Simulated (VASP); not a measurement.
# TiO2 (P4_2/mnm) in VASP: notebook

Aim: see how the results for TiO2 move with the level of theory and the settings. Levels: PBE, PBE+U. Tasks: single point, relaxation of cell and atoms.

All numbers are computed with VASP 6.6.1; they aren't measurements. Logs are shortened: lines on timing, memory, paths and dates and some standing lists are left out, and cuts for length are marked.

## (1) The cell of the first run

Symmetry: P4_2/mnm, No. 136, tetragonal system. The conventional cell has a = 4.640 Å, b = 4.640 Å, c = 2.963 Å, α = 90.00°, β = 90.00°, γ = 90.00°. Within 2.6 Å of Ti (site symmetry mmm) lie 6 O at 1.96 to 2.00 Å. O (site symmetry m2m) has 3 Ti at 1.96 to 2.00 Å and 1 O at 2.56 Å within 2.6 Å.

## (2) Single point, PBE

Input file INCAR:

```
SYSTEM = TiO2
PREC = Accurate
ENCUT = 1340
EDIFF = 1E-6
ISMEAR = -1
SIGMA = 0.05
LREAL = .FALSE.
LASPH = .TRUE.
NELM = 120
ALGO = Normal
ISIF = 2
LWAVE = .FALSE.
LCHARG = .FALSE.
GGA = PE
NBANDS = 33
GGA_COMPAT = .FALSE.
```

Input file KPOINTS:

```
regular mesh
0
G
  6 6 9
  0 0 0
```

Input file POSCAR:

```
TiO2
1.0
    4.6401185582      0.0000000000      0.0000000000
    0.0000000000      4.6401185582      0.0000000000
    0.0000000000      0.0000000000      2.9632670975
Ti O
2 4
Direct
    0.0000000000      0.0000000000      0.5000000000
    0.5000000000      0.5000000000      0.0000000000
    0.3051254084      0.3051254084      0.5000000000
    0.1948745916      0.8051254084      0.0000000000
    0.8051254084      0.1948745916      0.0000000000
    0.6948745916      0.6948745916      0.5000000000
```

Potentials or basis: VASP PAW PBE potentials, release 64 (Ti_sv, O_h).

Command:

```bash
cat potpaw_PBE.64/Ti_sv/POTCAR potpaw_PBE.64/O_h/POTCAR > POTCAR
mpirun -np 1 vasp_std > vasp.out
```

OUTCAR:

```text
SYSTEM = TiO2
   PREC = Accurate
   ENCUT = 1340
   EDIFF = 1E-6
   ISMEAR = -1
   LREAL = .FALSE.
   LASPH = .TRUE.
   NELM = 120
   ISIF = 2
   GGA = PE

 ion  position               nearest neighbor table
   1  0.000  0.000  0.500-   4 1.96   5 1.96   4 1.96   5 1.96   3 2.00   6 2.00
   2  0.500  0.500  0.000-   3 1.96   6 1.96   3 1.96   6 1.96   5 2.00   4 2.00
   3  0.305  0.305  0.500-   2 1.96   2 1.96   1 2.00
   4  0.195  0.805  0.000-   1 1.96   1 1.96   2 2.00
   5  0.805  0.195  0.000-   1 1.96   1 1.96   2 2.00
   6  0.695  0.695  0.500-   2 1.96   2 1.96   1 2.00

  LATTYP: Found a simple tetragonal cell.
 ALAT       =     4.6401185582
 C/A-ratio  =     0.6386188328

  Lattice vectors:

 A1 = (   4.6401185582,   0.0000000000,   0.0000000000)
 A2 = (   0.0000000000,   4.6401185582,   0.0000000000)
 A3 = (   0.0000000000,   0.0000000000,   2.9632670975)

Analysis of symmetry for initial positions (statically):
=====================================================================
 Subroutine PRICEL returns:
 Original cell was already a primitive cell.

 Routine SETGRP: Setting up the symmetry group for a
 simple tetragonal supercell.

 Subroutine GETGRP returns: Found 16 space group operations
 (whereof  8 operations were pure point group operations)
 out of a pool of 16 trial point group operations.

The static configuration has the point symmetry D_2h.
 The point group associated with its full space group is D_4h.

Analysis of symmetry for dynamics (positions and initial velocities):
=====================================================================
 Subroutine PRICEL returns:
 Original cell was already a primitive cell.

 Routine SETGRP: Setting up the symmetry group for a
 simple tetragonal supercell.

 Subroutine GETGRP returns: Found 16 space group operations
 (whereof  8 operations were pure point group operations)
 out of a pool of 16 trial point group operations.

The dynamic configuration has the point symmetry D_2h.
 The point group associated with its full space group is D_4h.

 Subroutine INISYM returns: Found 16 space group operations
 (whereof  8 operations are pure point group operations),
 and found     1 'primitive' translations

----------------------------------------------------------------------------------------

                                     Primitive cell

  volume of cell :      63.8012

[... 85 lines left out ...]
   NGXF,Y,Z  is equivalent  to a cutoff of  40.13, 40.13, 40.39 a.u.
 SYSTEM =  TiO2
   PREC   = accura    normal or accurate (medium, high low for compatibility)
   ISTART =      0    job   : 0-new  1-cont  2-samecut
   ICHARG =      2    charge: 1-file 2-atom 10-const
   ISPIN  =      1    spin polarized calculation?
   LNONCOLLINEAR =      F non collinear calculations
   LSORBIT =      F    spin-orbit coupling
   LASPH  =      T    aspherical Exc in radial PAW
   ENCUT  = 1340.0 eV  98.49 Ry    9.92 a.u.  13.85 13.85  8.84*2*pi/ulx,y,z
   NELM   =    120;   NELMIN=  2; NELMDL= -5     # of ELM steps
   EDIFF  = 0.1E-05   stopping-criterion for ELM
   LREAL  =      F    real-space projection
[... 7 lines left out ...]
   TEBEG  =    0.0;   TEEND  =   0.0 temperature during run
   PSTRESS=    0.0 pullay stress
   NELECT =      48.0000    total number of electrons
   NUPDOWN=      -1.0000    fix difference up-down
   EMIN   =  10.00;   EMAX   =-10.00  energy-range for DOS
   EFERMI =   0.00;   METHOD = LEGACY
   ISMEAR =    -1;   SIGMA  =   0.05  broadening in eV -4-tet -1-fermi 0-gaus
   EFERMI_NEDOS =   21; number of points for ismear=-14 and -15
   IALGO  =     38    algorithm
   IMIX   =      4    mixing-type and parameters
     AMIX     =   0.40;   BMIX     =  1.00
     AMIX_MAG =   1.60;   BMIX_MAG =  1.00
  volume/ion in A,a.u.               =      10.63        71.76
  Fermi-wavevector in a.u.,A,eV,Ry     =   1.488946  2.813700 30.163572  2.216960
  Thomas-Fermi vector in A             =   2.601917
   LORBIT       =      0    0 simple, 1 ext, 2 COOP (PROOUT), +10 PAW based schemes
   GGA     = PE    functional components
   LHFCALC =     F    Hartree Fock is set to
   AEXX    =    0.0000 exact exchange contribution
   IVDW    =     0    specifies the selected vdW correction
   LEPSILON=     F    determine dielectric tensor
   LRPA    =     F    only Hartree local field effects (RPA)
 non-spin polarized calculation
  energy-cutoff  :     1340.00
  volume of cell :       63.80
 maximum number of plane-waves:      7132
 NGX is ok and might be reduce to    56
   NGX = 27   NGY = 27   NGZ = 17

 number of electron      48.0000004 magnetization

 Free energy of the ion-electron system (eV)
  ---------------------------------------------------
  ext. energy  EPLUGINS =         0.00000000
  ---------------------------------------------------
  free energy    TOTEN  =       -53.71462649 eV

  energy without entropy =      -53.71462649  energy(sigma->0) =      -53.71462649

 E-fermi :   5.9711     XC(G=0): -11.2977

 val. band max:        5.0696175828   @ k =   0.0000   0.0000   0.0000
 cond. band min:       6.9135674164   @ k =   0.0000   0.0000   0.0000
 fundamental gap:      1.8439498336
 Fermi energy:         5.9711022571

 k-point     1 :       0.0000    0.0000    0.0000
  band No.  band energies     occupation
      1     -51.8823      2.00000
      2     -51.8675      2.00000
      3     -28.1700      2.00000
      4     -28.1700      2.00000
      5     -28.0197      2.00000
      6     -28.0197      2.00000
[... 853 lines left out ...]
     32      10.1773      0.00000
     33      11.4756      0.00000

 [... further k-points ...]
[... 5 lines left out ...]
  --------------------------------------------------------------------------------------
  -------------------------------------------------------------------------------------
  Total        0.2965826      0.2965826      0.3512866      0.0000000      0.0000000      0.0000000
  in kB        7.4477890      7.4477890      8.8215169      0.0000000      0.0000000      0.0000000
  external PRESSURE =       7.9056983 kB  Pullay stress =       0.0000000 kB

 VOLUME and BASIS-vectors are now :
 -----------------------------------------------------------------------------
  energy-cutoff  :     1340.00
  volume of cell :       63.80
      direct lattice vectors                 reciprocal lattice vectors
     4.640118558  0.000000000  0.000000000     0.215511735  0.000000000  0.000000000
     0.000000000  4.640118558  0.000000000     0.000000000  0.215511735  0.000000000
     0.000000000  0.000000000  2.963267098     0.000000000  0.000000000  0.337465361

 POSITION                                       TOTAL-FORCE (eV/Angst)
 -----------------------------------------------------------------------------------
      0.00000      0.00000      1.48163         0.000000      0.000000     -0.000000
      2.32006      2.32006      0.00000         0.000000      0.000000     -0.000000
      1.41582      1.41582      1.48163        -0.020292     -0.020292      0.000000
      0.90424      3.73588      0.00000         0.020292     -0.020292     -0.000000
      3.73588      0.90424      0.00000        -0.020292      0.020292     -0.000000
      3.22430      3.22430      1.48163         0.020292      0.020292     -0.000000
 -----------------------------------------------------------------------------------
    total drift:                               -0.000000      0.000000      0.000000

  FREE ENERGIE OF THE ION-ELECTRON SYSTEM (eV)
  ---------------------------------------------------
  free  energy   TOTEN  =       -53.7146264934 eV

  energy  without entropy=      -53.7146264928  energy(sigma->0) =      -53.71462649
```

OSZICAR:

```text
N       E                     dE             d eps       ncg     rms          rms(c)
DAV:   1     0.945810874221E+03    0.94581E+03   -0.42061E+04  3300   0.333E+03
DAV:   2     0.146755540268E+03   -0.79906E+03   -0.75565E+03  3373   0.764E+02
DAV:   3    -0.526395798366E+02   -0.19940E+03   -0.18214E+03  5320   0.264E+02
DAV:   4    -0.703111262347E+02   -0.17672E+02   -0.17527E+02  4656   0.824E+01
DAV:   5    -0.712561886528E+02   -0.94506E+00   -0.94431E+00  4880   0.180E+01    0.312E+01
DAV:   6    -0.540518846914E+02    0.17204E+02   -0.75532E+01  4847   0.880E+01    0.120E+01
DAV:   7    -0.540393400374E+02    0.12545E-01   -0.14543E+01  4376   0.326E+01    0.888E+00
DAV:   8    -0.538568166091E+02    0.18252E+00   -0.68370E-01  4099   0.672E+00    0.650E+00
DAV:   9    -0.538478825294E+02    0.89341E-02   -0.11547E+00  4489   0.125E+01    0.346E+00
DAV:  10    -0.537290794477E+02    0.11880E+00   -0.70481E-01  4380   0.855E+00    0.105E+00
DAV:  11    -0.537175745960E+02    0.11505E-01   -0.51733E-02  4479   0.188E+00    0.665E-01
DAV:  12    -0.537150725825E+02    0.25020E-02   -0.14291E-02  4315   0.868E-01    0.208E-01
DAV:  13    -0.537146544768E+02    0.41811E-03   -0.13507E-03  4880   0.293E-01    0.691E-02
DAV:  14    -0.537146849965E+02   -0.30520E-04   -0.10763E-04  3848   0.878E-02    0.711E-02
DAV:  15    -0.537146256984E+02    0.59298E-04   -0.24005E-04  4917   0.133E-01    0.109E-02
DAV:  16    -0.537146267446E+02   -0.10462E-05   -0.22883E-05  4266   0.380E-02    0.101E-02
DAV:  17    -0.537146264934E+02    0.25122E-06   -0.40149E-06  3554   0.205E-02
   1 F= -.53714626E+02 E0= -.53714626E+02  d E =-.597090E-09
```

Wall time 5.2 min (1 thread of Intel Xeon Platinum 8375C at 2.90GHz (Ice Lake), shared host); peak memory 0.56 GiB.

What came out:

| Quantity | Value |
| --- | --- |
| Free energy | -53.7146 eV |
| Pressure | 0.8 GPa |
| Largest force | 0.029 eV/Å |
| Band gap on the k mesh | 1.84 eV |

Forces on the atoms (eV/Å):
```
Ti   0.000  0.000  0.000
Ti   0.000  0.000  0.000
O   -0.020 -0.020  0.000
O    0.020 -0.020  0.000
O   -0.020  0.020  0.000
O    0.020  0.020  0.000
```

Levels at points of the mesh, in eV from the valence-band top:
| k point | band 21 | band 22 | band 23 | band 24 | band 25 | band 26 | band 27 | band 28 |
| --- | --- | --- | --- | --- | --- | --- | --- | --- |
| (0.00, 0.00, 0.00) | -0.66 | -0.43 | -0.43 | 0.00 | 1.84 | 2.13 | 2.40 | 2.47 |
| (0.50, 0.00, 0.00) | -1.55 | -1.55 | -0.71 | -0.71 | 2.49 | 2.49 | 2.96 | 2.96 |
| (0.50, 0.50, 0.00) | -1.24 | -1.24 | -1.03 | -1.03 | 1.88 | 1.88 | 2.49 | 2.49 |

A k mesh can miss the band edges.

## (3) Relaxation of cell and atoms, PBE+U

This run uses another cell than the first one, of 10.44 Å³/atom.

Input file INCAR:

```
SYSTEM = TiO2
  ALGO = Normal
  EDIFF = 1E-7
  EDIFFG = -0.01
  ENCUT = 600
  GGA = PE
  GGA_COMPAT = .False.
  IBRION = 2
  ISIF = 3
  ISMEAR = -1
  LASPH = .True.
  LCHARG = .False.
  LDAU = .True.
  LDAUJ = 0 0
  LDAUL = 2 -1
  LDAUPRINT = 1
  LDAUTYPE = 2
  LDAUU = 3 0
  LMAXMIX = 4
  LREAL = .False.
  LWAVE = .False.
  NELM = 200
  NELMIN = 4
  NSW = 60
  PREC = Accurate
  SIGMA = 0.05
```

Input file KPOINTS:

```
k-points
0
Gamma
  6 6 9
  0 0 0
```

Input file POSCAR:

```
TiO2
1.0
    4.5998373239      0.0000000000      0.0000000000
    0.0000000000      4.5998373239      0.0000000000
    0.0000000000      0.0000000000      2.9592135600
Ti O
2 4
Direct
    0.0000000000      0.0000000000      0.5000000000
    0.5000000000      0.5000000000      0.0000000000
    0.3043213200      0.3043213200      0.5000000000
    0.1956786800      0.8043213200      0.0000000000
    0.8043213200      0.1956786800      0.0000000000
    0.6956786800      0.6956786800      0.5000000000
```

Potentials or basis: VASP PAW PBE potentials, release 64 (Ti_sv, O).

Command:

```bash
cat potpaw_PBE.64/Ti_sv/POTCAR potpaw_PBE.64/O/POTCAR > POTCAR
mpirun -np 1 vasp_std > vasp.out
```

It took 12 min on 1 thread of Oxide Virtual Turin-like, shared host; peak memory 0.21 GiB.

Results (log left out):

| Property | Result |
| --- | --- |
| Free energy | -49.7187 eV |
| Relaxed volume | 10.89 Å³/atom |
| Relaxed cell | a = 4.661 Å, b = 4.661 Å, c = 3.007 Å, α = 90.00°, β = 90.00°, γ = 90.00° |
| Space group after relaxing (to 0.1 Å) | P4_2/mnm (No. 136) |
| Energy gained by relaxing | 14.0 meV/atom |
| Ionic steps | 6 |
| Pressure after relaxing | 0.1 GPa |
| Band gap on the k mesh | 2.13 eV |

Forces on the atoms (eV/Å):
```
Ti   0.000  0.000  0.000
Ti   0.000  0.000  0.000
O   -0.002 -0.002  0.000
O    0.002 -0.002  0.000
O   -0.002  0.002  0.000
O    0.002  0.002  0.000
```

The path:
| step | energy change (eV) | largest force (eV/Å) | pressure (GPa) | volume (Å³) |
| --- | --- | --- | --- | --- |
| 1 | 0.0000 | 0.1051 | 10.21 | 62.61 |
| 2 | 0.0525 | 0.3708 | -10.83 | 68.83 |
| 3 | -0.0821 | 0.1338 | -0.01 | 65.24 |
| 4 | -0.0821 | 0.1296 | 0.17 | 65.19 |
| 5 | -0.0840 | 0.0284 | 0.09 | 65.29 |
| 6 | -0.0841 | 0.0029 | 0.08 | 65.33 |

Final structure:
```
CELL_PARAMETERS angstrom
4.66097 0.00000 0.00000
0.00000 4.66097 0.00000
0.00000 0.00000 3.00696
ATOMIC_POSITIONS crystal
Ti 0.00000 0.00000 0.50000
Ti 0.50000 0.50000 0.00000
O 0.30508 0.30508 0.50000
O 0.19492 0.80508 0.00000
O 0.80508 0.19492 0.00000
O 0.69492 0.69492 0.50000
```

Levels at points of the mesh, in eV from the valence-band top:
| k point | band 21 | band 22 | band 23 | band 24 | band 25 | band 26 | band 27 | band 28 |
| --- | --- | --- | --- | --- | --- | --- | --- | --- |
| (0.00, 0.00, 0.00) | -0.80 | -0.49 | -0.49 | 0.00 | 2.13 | 2.36 | 2.64 | 2.71 |
| (0.50, 0.00, 0.00) | -1.66 | -1.66 | -0.73 | -0.73 | 2.72 | 2.72 | 3.19 | 3.19 |
| (0.50, 0.50, 0.00) | -1.40 | -1.40 | -1.13 | -1.13 | 2.14 | 2.14 | 2.73 | 2.73 |

Eigenvalues of the final occupation matrices:
```tsv
site	spin	trace	eigenvalues
site 1 d	1	0.79	0.08 0.10 0.10 0.24 0.27
site 1 d	2	0.79	0.08 0.10 0.10 0.24 0.27
site 2 d	1	0.79	0.08 0.10 0.10 0.24 0.27
site 2 d	2	0.79	0.08 0.10 0.10 0.24 0.27
```

A k mesh can miss the band edges.
